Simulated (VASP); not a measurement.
Here is a VASP 6.6.1 calculation.

Contents of INCAR:

```
PREC = Accurate
ENCUT = 520
EDIFF = 1E-7
ISMEAR = -1
SIGMA = 0.06122561905347299
LREAL = F
LASPH = T
NELM = 100
ALGO = Normal
ISIF = 2
LWAVE = F
LCHARG = F
GGA = PE
NBANDS = 18
```

KPOINTS

```
Automatic mesh
0
Gamma
  13 13 13
```

POSCAR

```
CuO2
1.0
    0.0000000000      2.4005937145      2.4005937145
    2.4005937145      0.0000000000      2.4005937145
    2.4005937145      2.4005937145      0.0000000000
Cu O
1 2
Direct
    0.0000000000      0.0000000000      0.0000000000
    0.2500000000      0.2500000000      0.2500000000
    0.7500000000      0.7500000000      0.7500000000
```

Potentials or basis: VASP PAW PBE potentials, release 64 (Cu, O).

Launch:

```console
$ cat potpaw_PBE.64/Cu/POTCAR potpaw_PBE.64/O/POTCAR > POTCAR
$ mpirun -np 1 vasp_std > vasp.out
```

Problem. Predict the pressure.

Solution. 4.3 GPa.

Problem. Estimate the band gap on the k mesh.

Solution. Zero (an odd number of electrons rules out a gap without spin polarisation).

Caveat: the cell stands under pressure; an odd number of electrons without spin polarisation forces a metal; a magnetic or distorted state may lie lower; semilocal functionals often make such compounds metallic where correlation or magnetic order opens a gap, which also shifts bond lengths. With open d or f shells a metallic result of PBE can be an artefact of self-interaction; +U or a hybrid may open a gap.
